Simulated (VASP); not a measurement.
Set up this calculation in VASP 6.6.1, as the native input.

- Task: single point
- Functional: LDA
- Potentials or basis: VASP PAW LDA potentials, release 64 (Ca_sv, H, P, O)
- Cutoff: 520 eV
- k mesh: 2 × 2 × 2
- Occupations: fermi-dirac, width 0.05 eV
- Spin: no spin polarisation
- Dipole correction: no
- Further INCAR settings: LREAL = Auto; ALGO = Normal; EDIFF = 1e-06; NBANDS = 75

The structure of CaPH5O6 lies in POSCAR:

```
CaPH5O6
1.0
    3.2003990000     -7.6467100000      0.0000000000
    3.2003990000      7.6467100000      0.0000000000
   -2.8168790000      0.0000000000      5.1423830000
Ca H P O
2 10 2 12
Direct
    0.9336870869      0.5421984598      0.6816489554
    0.5774813035      0.9021699605      0.2734140961
    0.7173989861      0.3650252202      0.1041540469
    0.3574786416      0.7132133301      0.6550659490
    0.0437433200      1.0156253451      0.1143827677
    0.9438601041     -0.0514437586      0.6072282053
    0.0599990827      0.8989219659      0.2773033436
    0.9425216820      0.1081366981      0.8265623156
    0.6167446892      0.6095782085      0.6405396097
    0.5212748891      0.4802507101     -0.0198157158
    0.4492194638      0.3280693221      0.4496942371
    0.3060459023      0.4544103623      0.8814590434
    0.4117264405      0.0476352169      0.7448103340
    0.0826320326      0.4182404184      0.2360384281
    0.5623400501      0.2970494872      0.9749759985
    0.3116524846      0.5628585589      0.4995543895
    0.5643696268      0.1020923860      0.5852734034
    0.1748407166      0.5611898785      0.0746541049
    0.1477626885      0.9002431671      0.5907377961
    0.9392020610      0.1534916051      0.0686063251
    0.3689560274      0.8569959818      0.8266012080
    0.8903054688      0.3864286381      0.2949216346
    0.1165524148      0.9612032516      0.1501832905
    0.8916363177      0.0217851006      0.6199460445
    0.6291405109      0.5055056405      0.5733723062
    0.5018294801      0.5883241948      1.0062649943
```

These files were run (other wordings do the same):

INCAR

```
SYSTEM = CaPH5O6
PREC = Accurate
ENCUT = 520
EDIFF = 1E-6
ISMEAR = -1
SIGMA = 0.05
LREAL = Auto
LASPH = .TRUE.
NELM = 80
ALGO = Normal
ISIF = 2
LWAVE = .FALSE.
LCHARG = .FALSE.
NBANDS = 75
```

KPOINTS

```
regular mesh
0
G
  2 2 2
  0 0 0
```

Potentials or basis: VASP PAW LDA potentials, release 64 (Ca_sv, H, P, O).

Command:

```sh
$ cat potpaw_LDA.64/Ca_sv/POTCAR potpaw_LDA.64/H/POTCAR potpaw_LDA.64/P/POTCAR potpaw_LDA.64/O/POTCAR > POTCAR
$ mpirun -np 1 vasp_std > vasp.out
```

It gave:

```json
{"Pressure": "-1.6 GPa", "Largest force": "3.787 eV/Å", "Band gap on the k mesh": "4.85 eV (least direct gap 4.92 eV)"}
```

Caveat: the k points lie up to 0.61 Å⁻¹ apart; the atoms stand as in a frame of molecular dynamics; forces of over 1 eV/Å act on the atoms, so gaps and moduli don't describe the material at rest.

It took 4.2 min on 1 thread of Intel(R) Xeon(R) 6975P-C (Granite Rapids), with other jobs on the host, peak memory 0.41 GiB.
